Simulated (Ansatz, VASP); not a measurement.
**One calculation of ZnS, two programs**

The input POSCAR:

```
ZnS
1.0
    3.8109987816      0.0000000000      0.0000000000
   -1.9054993908      3.3004217586      0.0000000000
    0.0000000000      0.0000000000      6.2340000000
Zn S
2 2
Direct
    0.3333333333      0.6666666667      0.0000000000
    0.6666666667      0.3333333333      0.5000000000
    0.2795669004      0.6273069060      0.3641620451
    0.6129002337      0.2939735727      0.8641620451
```

File INCAR.step1:

```
  PREC = Accurate
  ENCUT = 520
  ISMEAR = 0
  SIGMA = 0.05
  LREAL = F
  LASPH = T
  NELM = 100
  NBANDS = 26
  GGA = PE
  ALGO = Normal
  EDIFF = 1E-4
  LWAVE = T
  LCHARG = F
```

File INCAR.step2:

```
  PREC = Accurate
  ENCUT = 520
  EDIFF = 1E-6
  ISMEAR = 0
  SIGMA = 0.05
  LREAL = F
  LASPH = T
  NELM = 100
  ALGO = Normal
  ISIF = 2
  LWAVE = F
  LCHARG = F
  METAGGA = R2SCAN
  LMIXTAU = T
  NBANDS = 26
  ISTART = 1
```

KPOINTS

```
Automatic mesh
0
Gamma
  6 6 4
```

Input for Ansatz:

```yaml
crystal:
  lattice:
    - [3.8109987816, 0.0, 0.0]
    - [-1.9054993908, 3.3004217586, 0.0]
    - [0.0, 0.0, 6.234]
  atoms:
    - { symbol: Zn, position: [0.3333333333, 0.6666666667, 0.0] }
    - { symbol: Zn, position: [0.6666666667, 0.3333333333, 0.5] }
    - { symbol: S, position: [0.2795669004, 0.627306906, 0.3641620451] }
    - { symbol: S, position: [0.6129002337, 0.2939735727, 0.8641620451] }
basis:
  ecutwfc: 500
kpoints:
  mp_grid: { grid: [6, 6, 4] }
hamiltonian:
  xc: r2scan
scf:
  occupations: { method: gaussian, width: 0.05 }
output:
  forces: true
  stress: true
  eigenvalues: true
```

Change from the starting cell: all S atoms moved -0.225 Å, as atom 3 along Cartesian [1 1 1].

Alike in both runs: task single point; functional r2SCAN; k mesh 6 × 6 × 4; occupations gaussian, width 0.05 eV; no spin polarisation.

```csv
,VASP,Ansatz
version,VASP 6.6.1,Ansatz 0.2.0
potentials or method,"VASP PAW PBE potentials, release 64 (Zn, S), cutoff 520 eV","scalar-relativistic, plane waves, PAW"
valence electrons in the cell,36,36
```

```tsv
	VASP	Ansatz	Ansatz less VASP
gap on the k mesh at the Fermi level (eV)	2.73	2.72	-0.010
least direct gap on the mesh (eV)	2.73	2.72	-0.010
pressure (GPa)	1.2	1.1	-0.11
traceless stress, the component that is largest in VASP (GPa)	-1.98	-1.97	+0.008
rms of the force components (eV/Å)	0.609	0.605	-0.0040
```

VASP's potentials were made for PBE, not for r2SCAN. Atom by atom the forces differ by 0.005 eV/Å (rms over components).
